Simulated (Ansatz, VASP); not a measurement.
**PtS2: VASP beside Ansatz**

Contents of INCAR:

```
PREC = Accurate
ENCUT = 600
EDIFF = 1E-6
ISMEAR = 0
SIGMA = 0.1
LREAL = False
LASPH = True
NELM = 60
ALGO = Normal
ISIF = 3
LWAVE = False
LCHARG = False
GGA = PE
IVDW = 12
IBRION = 2
NSW = 100
EDIFFG = -0.05
```

Contents of KPOINTS:

```
Automatic mesh
0
Gamma
  6 6 4
```

POSCAR

```
PtS2
1.0
    3.5432000000      0.0000000000      0.0000000000
   -1.7716000000      3.0685012107      0.0000000000
    0.0000000000      0.0000000000      5.0388000000
Pt S
1 2
Direct
    0.0000000000      0.0000000000      0.0000000000
    0.3333333333      0.6666666667      0.2270000000
    0.6666666667      0.3333333333      0.7730000000
```

Input for Ansatz:

```yaml
crystal:
  lattice:
    - [3.5432, 0.0, 0.0]
    - [-1.7716, 3.0685012107, 0.0]
    - [0.0, 0.0, 5.0388]
  atoms:
    - { symbol: Pt, position: [0.0, 0.0, 0.0] }
    - { symbol: S, position: [0.3333333333, 0.6666666667, 0.227] }
    - { symbol: S, position: [0.6666666667, 0.3333333333, 0.773] }
basis:
  ecutwfc: 420
kpoints:
  mp_grid: { grid: [6, 6, 4] }
hamiltonian:
  xc: pbe
  dispersion: d3bj
  pseudopotentials: { kind: paw }
scf:
  occupations: { method: gaussian, width: 0.1 }
output:
  forces: true
  stress: true
  eigenvalues: true
relax:
  adjacent_minimum: "off"
  f_tol: 0.05
  max_steps: 80
  cell: { stress_tol: 0.5 }
```

Alike in both runs: task relaxation of cell and atoms; functional PBE; dispersion D3(BJ); k mesh 6 × 6 × 4; occupations gaussian, width 0.1 eV; no spin polarisation.

|  | VASP | Ansatz |
| --- | --- | --- |
| version | VASP 6.6.1 | Ansatz 0.2.0 |
| potentials or method | VASP PAW PBE potentials, release 64 (Pt, S), cutoff 600 eV | scalar-relativistic, plane waves, PAW |
| valence electrons in the cell | 22 | 30 |

Ansatz gave:

```
gap on the k mesh at the Fermi level, each at its own relaxed structure (eV) : 0.21
relaxed volume (Å³/atom)                                                     : 17.58
relaxed cell length with the largest relative difference (Å)                 : 4.758
```

**Question.** Which values does VASP return?

**Answer.** gap on the k mesh at the Fermi level, each at its own relaxed structure (eV): 0.18; relaxed volume (Å³/atom): 17.43; relaxed cell length with the largest relative difference (Å): 4.720.

VASP's potentials hold 22 valence electrons a cell and Ansatz's 30, so a difference there can come from the potentials and not from the codes.

Neither program's run includes spin-orbit coupling.
